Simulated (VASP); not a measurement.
Input of a VASP 6.6.1 run:

Contents of INCAR:

```
SYSTEM = Al2O3
PREC = Accurate ; ENCUT = 520
EDIFF = 1E-6 ; ISMEAR = -1
SIGMA = 0.05 ; LREAL = .FALSE.
LASPH = .TRUE. ; NELM = 60
ALGO = Normal ; ISIF = 2
LWAVE = .FALSE. ; LCHARG = .FALSE.
GGA = PE ; IVDW = 13
NBANDS = 35
```

KPOINTS

```
Automatic mesh
0
G
  7 7 7
  0 0 0
```

The input POSCAR:

```
Al2O3
1.0
    2.3888894637      1.3792259749      4.3440373744
   -2.3888894637      1.3792259749      4.3440373744
    0.0000000000     -2.7584519499      4.3440373744
Al O
4 6
Direct
    0.8521235875      0.8521235875      0.8521235875
    0.6478764125      0.6478764125      0.6478764125
    0.1478764125      0.1478764125      0.1478764125
    0.3521235875      0.3521235875      0.3521235875
    0.0564340838      0.7500000000      0.4435659162
    0.7500000000      0.4435659162      0.0564340838
    0.4435659162      0.0564340838      0.7500000000
    0.9435659162      0.2500000000      0.5564340838
    0.2500000000      0.5564340838      0.9435659162
    0.5564340838      0.9435659162      0.2500000000
```

Potentials or basis: VASP PAW PBE potentials, release 64 (Al, O).

The run is started by

```bash
$ cat potpaw_PBE.64/Al/POTCAR potpaw_PBE.64/O/POTCAR > POTCAR
$ mpirun -np 1 vasp_std > vasp.out
```

Estimate the pressure.

-0.1 GPa.

Estimate the largest force.

0.004 eV/Å.

Forces in eV/Å, atoms in the order of the input:
```
Al   0.000  0.000  0.004
Al   0.000  0.000 -0.004
Al   0.000  0.000 -0.004
Al   0.000  0.000  0.004
O    0.000  0.000  0.000
O    0.000  0.000  0.000
O    0.000  0.000  0.000
O    0.000  0.000  0.000
O    0.000  0.000  0.000
O    0.000  0.000  0.000
```

**The experiment to reproduce.**

From “Multi-petahertz electron interference in Cr:Al2O3 solid-state material”, 2018, pmc:5906618, for a bulk crystal of Al2O3: band gap 8.7 eV (optical).

A measured gap of Al2O3 is 8.7 eV (optical; quoted in “Multi-petahertz electron interference in Cr:Al2O3 solid-state material”, 2018, pmc:5906618); the calculated 6.09 eV misses it by -2.61 eV. The value is that of PBE+D4 on a finite k mesh, which can miss the band edges, without temperature or zero-point motion. Semilocal functionals fall short of measured gaps as a rule.
